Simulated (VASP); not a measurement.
Runs of VASP 6.6.1 on Mg. The structure is that of space group Fm-3m (No. 225), or close to it. The cells are those of the table. 

```tsv
cell	k mesh	gap on the mesh (eV)	pressure (GPa)
a = 3.460 Å, angles 60.0°, 1 atom	14 × 14 × 14	none	-5.6
a = 3.441 Å, angles 60.0°, 1 atom	6 × 6 × 6	none	-5.6
a = 3.441 Å, angles 60.0°, 1 atom	14 × 14 × 14	none	-5.4
a = 3.460 Å, angles 60.0°, 1 atom	6 × 6 × 6	none	(a)
```

Alike in all rows: task single point; level PBEsol; potentials or basis VASP PAW PBE potentials, release 64 (Mg); no spin polarisation; cutoff (eV) 600; smearing gaussian 0.1 eV.

Task: Estimate the missing entries.

Result: (a) -5.7.

Caveats: some runs use coarse meshes; the PAW data sets were made with another functional, which shifts forces and pressure a little.

A gap of «none» marks levels without a gap at the run's occupations.
